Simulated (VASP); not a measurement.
Runs of VASP 6.6.1 on SnO2. The structure is that of space group P6_3/mmc (No. 194), or close to it. The cells are those of the table. 

```tsv
cell	gap on the mesh (eV)	pressure (GPa)	largest force (eV/Å)
a = 3.158, b = 3.158, c = 10.161 Å, angles 90.0, 90.0, 120.0°, 6 atoms	(a)	8.4	0.66
a = 3.131, b = 3.131, c = 10.075 Å, angles 90.0, 90.0, 120.0°, 6 atoms	2.55	13.1	1.01
a = 3.238, b = 3.238, c = 10.419 Å, angles 90.0, 90.0, 120.0°, 6 atoms	1.91	-2.7	0.21
a = 3.265, b = 3.265, c = 10.506 Å, angles 90.0, 90.0, 120.0°, 6 atoms	1.77	-5.5	0.45
a = 3.185, b = 3.185, c = 10.247 Å, angles 90.0, 90.0, 120.0°, 6 atoms	2.21	(b)	0.34
```

Alike in all rows: task single point; level PBE+D3(BJ); potentials or basis VASP PAW PBE potentials, release 64 (Sn_d, O); no spin polarisation; k mesh 12 × 12 × 4; cutoff (eV) 520; smearing gaussian 0.05 eV.

**Question.** Estimate the missing entries.

**Answer.** (a) 2.38; (b) 4.2.

Caveats: spin-orbit coupling is left out, which moves the levels of the heavy elements; the stress differs along the axes, from 5 to 10 GPa (at least some runs); the stress differs along the axes, from 8 to 16 GPa (at least some runs); forces of over 1 eV/Å act on the atoms, so gaps and moduli don't describe the material at rest (at least some runs); the cell stands under tension (at least some runs); the cell stands under pressure (at least some runs).

A k mesh can miss the band edges, and the runs leave out spin-orbit coupling on Sn.
